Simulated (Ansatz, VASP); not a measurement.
## SnSe2 in VASP and in Ansatz

INCAR

```
SYSTEM = SnSe2
ALGO = Normal
EDIFF = 1E-7
ENCUT = 520
GGA = PE
ISIF = 2
ISMEAR = 0
LASPH = .True.
LCHARG = .True.
LELF = .True.
LREAL = .False.
LVHAR = .True.
LWAVE = .False.
NBANDS = 20
NELM = 80
PREC = Accurate
SIGMA = 0.05
```

The input KPOINTS:

```
k-points
0
Gamma
  12 12 6
  0 0 0
```

The input POSCAR:

```
SnSe2
1.0
    3.8109987816      0.0000000000      0.0000000000
   -1.9054993908      3.3004217586      0.0000000000
    0.0000000000      0.0000000000      6.1370000000
Sn Se
1 2
Direct
    0.0000000000      0.0000000000      0.0000000000
    0.3333333333      0.6666666667      0.2988838195
    0.6666666667      0.3333333333      0.7500000000
```

Input for Ansatz:

```yaml
crystal:
  lattice:
    - [3.8109987816, 0.0, 0.0]
    - [-1.9054993908, 3.3004217586, 0.0]
    - [0.0, 0.0, 6.137]
  atoms:
    - { symbol: Sn, position: [0.0, 0.0, 0.0] }
    - { symbol: Se, position: [0.3333333333, 0.6666666667, 0.2988838195] }
    - { symbol: Se, position: [0.6666666667, 0.3333333333, 0.75] }
basis:
  ecutwfc: 420
kpoints:
  mp_grid: { grid: [12, 12, 6] }
hamiltonian:
  xc: pbe
scf:
  occupations: { method: gaussian, width: 0.05 }
output:
  forces: true
  stress: true
  eigenvalues: true
```

Alike in both runs: task single point; functional PBE; k mesh 12 × 12 × 6; occupations gaussian, width 0.05 eV; no spin polarisation.

|  | VASP | Ansatz |
| --- | --- | --- |
| version | VASP 6.6.1 | Ansatz 0.2.0 |
| potentials or method | VASP PAW PBE potentials, release 64 (Sn_d, Se), cutoff 520 eV | scalar-relativistic, plane waves, PAW |
| valence electrons in the cell | 26 | 46 |

|  | VASP | Ansatz | Ansatz less VASP |
| --- | --- | --- | --- |
| gap on the k mesh at the Fermi level (eV) | none | none | - |
| pressure (GPa) | 1.0 | 0.9 | -0.05 |
| traceless stress, the component that is largest in VASP (GPa) | -2.93 | -2.95 | -0.017 |
| rms of the force components (eV/Å) | 0.812 | 0.810 | -0.0020 |

Atom by atom the forces differ by 0.008 eV/Å (rms over components). A gap of «none» marks a metal or a gap that the smearing closes. The functional is the same, so the differences come from potentials, cutoffs and numerics. VASP's potentials hold 26 valence electrons a cell and Ansatz's 46, so a difference there can come from the potentials and not from the codes.
